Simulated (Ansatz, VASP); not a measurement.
## Two plane-wave programs on MnSb

```
CELL_PARAMETERS angstrom
0.00000 2.84799 2.84799
2.84799 0.00000 2.84799
2.84799 2.84799 0.00000
ATOMIC_POSITIONS crystal
Mn 0.00000 0.00000 0.00000
Sb 0.75000 0.75000 0.75000
```

Alike in both runs: task single point; functional PBE; k mesh 6 × 6 × 6; occupations gaussian, width 0.1 eV; collinear spin.

|  | VASP | Ansatz |
| --- | --- | --- |
| version | VASP 6.6.1 | Ansatz 0.2.0 |
| potentials or method | VASP PAW PBE potentials, release 64 (Mn_pv, Sb), cutoff 520 eV | scalar-relativistic, plane waves, PAW |
| valence electrons in the cell | 18 | 30 |

```csv
,VASP,Ansatz,Ansatz less VASP
gap on the k mesh at the Fermi level (eV),none,none,-
pressure (GPa),13.8,13.9,+0.16
net moment per atom (μB),1.59,1.59,+0.005
size of the moment on the site where the two differ most (μB),3.16,3.06,-0.103
```

Site moments also hang on the region over which each program counts them. A gap of «none» marks a metal or a gap that the smearing closes. VASP's potentials hold 18 valence electrons a cell and Ansatz's 30, so a difference there can come from the potentials and not from the codes.

Spin-orbit coupling is off throughout.
